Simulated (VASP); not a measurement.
Wanted: the native input for a VASP 6.6.1 run.

| Property | Result |
| --- | --- |
| Task | single point |
| Functional | PBE |
| Potentials or basis | VASP PAW PBE potentials, release 64 (Bi_d) |
| Cutoff | 520 eV |
| k mesh | 19 × 19 × 19 |
| Occupations | fermi-dirac, width 0.0612256 eV |
| Spin | no spin polarisation |
| Dipole correction | no |
| Further INCAR settings | ALGO = Normal; EDIFF = 1e-07; NBANDS = 14 |

The structure of Bi lies in POSCAR:

```
Bi
1.0
    0.0000000000      2.5138126108      2.5138126108
    2.5138126108      0.0000000000      2.5138126108
    2.5138126108      2.5138126108      0.0000000000
Bi
1
Direct
    0.0000000000      0.0000000000      0.0000000000
```

This isn't the form of Bi at room conditions, which is rhombohedral.

These files were run (other wordings do the same):

INCAR

```
ALGO = Normal
EDIFF = 1E-7
ENCUT = 520
GGA = PE
ISIF = 2
ISMEAR = -1
LASPH = True
LCHARG = False
LREAL = False
LWAVE = False
NBANDS = 14
NELM = 80
PREC = Accurate
SIGMA = 0.06122561905347299
```

KPOINTS

```
k-points
0
Gamma
  19 19 19
```

Potentials or basis: VASP PAW PBE potentials, release 64 (Bi_d).

The run is started by

```bash
$ cat potpaw_PBE.64/Bi_d/POTCAR > POTCAR
$ mpirun -np 1 vasp_std > vasp.out
```

Results of the run:

| Quantity | Value |
| --- | --- |
| Pressure | -0.1 GPa |
| Band gap on the k mesh | zero (an odd number of electrons rules out a gap without spin polarisation) |

Caveat: spin-orbit coupling is left out, which moves the levels of the heavy elements.

Wall time 100 s on 1 thread of AMD EPYC 7R43 64-Core Processor (Zen 3), with other jobs on the host, peak memory 0.18 GiB.
